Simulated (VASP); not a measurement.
The system is LiH.

```
Li H
1.0
     2.50166    0.00000    0.00000
     0.00000    2.50166    0.00000
     0.00000    0.00000    2.50166
Li H
1 1
Direct
  0.00000 0.00000 0.00000
  0.50000 0.50000 0.50000
```

Base run:

| Item | Value |
| --- | --- |
| Program | VASP 6.6.1 |
| Functional | PBEsol |
| Potentials or basis | VASP PAW PBE potentials, release 64 (Li_sv, H) |
| Cutoff | 520 eV |
| k mesh | 8 × 8 × 8, shifted |
| Occupations | gaussian, width 0.01 eV |
| Spin | no spin polarisation |

Its results: band gap on the k mesh 1.39 eV (least direct gap 4.91 eV).

Q: The run is repeated on the same cell with these changes: functional from PBEsol to PBE-based screened hybrid with 35 % exact exchange; k mesh from 8 × 8 × 8, shifted to 4 × 4 × 4, through Γ. What comes out?

A: Band gap on the k mesh 1.80 eV (least direct gap 5.76 eV).

Several settings changed at once.

Caveats: some runs use coarse meshes; a shifted mesh leaves out Γ, where band edges can lie (at least some runs).

A k mesh can miss the band edges.
